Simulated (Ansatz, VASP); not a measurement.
# MgO in VASP and in Ansatz

The input POSCAR:

```
MgO
1.0
    0.0000000000      2.1021674168      2.1021674168
    2.1580850701      0.0000000000      2.1021674168
    2.1580850701      2.1021674168      0.0000000000
Mg O
1 1
Direct
    0.0000000000      0.0000000000      0.0000000000
    0.5000000000      0.5000000000      0.5000000000
```

File INCAR.step1:

```
SYSTEM = MgO
PREC = Accurate
ENCUT = 660
ISMEAR = 0
SIGMA = 0.01
LREAL = .False.
LASPH = .True.
NELM = 120
NBANDS = 15
GGA = PE
ALGO = Normal
EDIFF = 1E-5
LWAVE = .True.
LCHARG = .False.
GGA_COMPAT = .False.
```

File INCAR.step2:

```
SYSTEM = MgO
PREC = Accurate
ENCUT = 660
EDIFF = 1E-6
ISMEAR = 0
SIGMA = 0.01
LREAL = .False.
LASPH = .True.
NELM = 120
ALGO = Normal
ISIF = 2
LWAVE = .False.
LCHARG = .False.
METAGGA = R2SCAN
LMIXTAU = .True.
NBANDS = 15
ISTART = 1
GGA_COMPAT = .False.
```

The input KPOINTS:

```
regular mesh
0
Gamma
  10 10 10
  0 0 0
```

Input for Ansatz:

```yaml
crystal:
  lattice:
    - [0.0, 2.1021674168, 2.1021674168]
    - [2.1580850701, 0.0, 2.1021674168]
    - [2.1580850701, 2.1021674168, 0.0]
  atoms:
    - { symbol: Mg, position: [0.0, 0.0, 0.0] }
    - { symbol: O, position: [0.5, 0.5, 0.5] }
kpoints:
  mp_grid: { grid: [10, 10, 10] }
  band_path:
    path:
      - [0.0, 0.0, 0.0]
      - [0.5, 0.0, 0.5]
      - [0.625, 0.25, 0.625]
      - [0.375, 0.375, 0.75]
      - [0.5, 0.5, 0.5]
      - [0.5, 0.25, 0.75]
    npoints: 1
hamiltonian:
  xc: r2scan
scf:
  occupations: { method: fixed }
  n_extra_bands: 4
output:
  forces: true
  stress: true
  eigenvalues: true
```

Change from the starting cell: uniaxial_x strain +2.7%.

Alike in both runs: task single point; functional r2SCAN; k mesh 10 × 10 × 10; no spin polarisation.

|  | VASP | Ansatz |
| --- | --- | --- |
| version | VASP 6.6.1 | Ansatz 0.2.0 |
| potentials or method | VASP PAW PBE potentials, release 64 (Mg_sv, O) | plane waves, PAW |
| plane-wave cutoff (eV) | 660 | 500 |
| occupations | gaussian, width 0.01 eV | fixed |
| valence electrons in the cell | 16 | 16 |

```csv
,VASP,Ansatz,Ansatz less VASP
gap on the k mesh at the Fermi level (eV),5.41,5.38,-0.029
pressure (GPa),-4.1,-3.9,+0.16
"traceless stress, the component that is largest in VASP (GPa)",-3.12,-3.09,+0.030
```

VASP's potentials were made for PBE, not for r2SCAN.
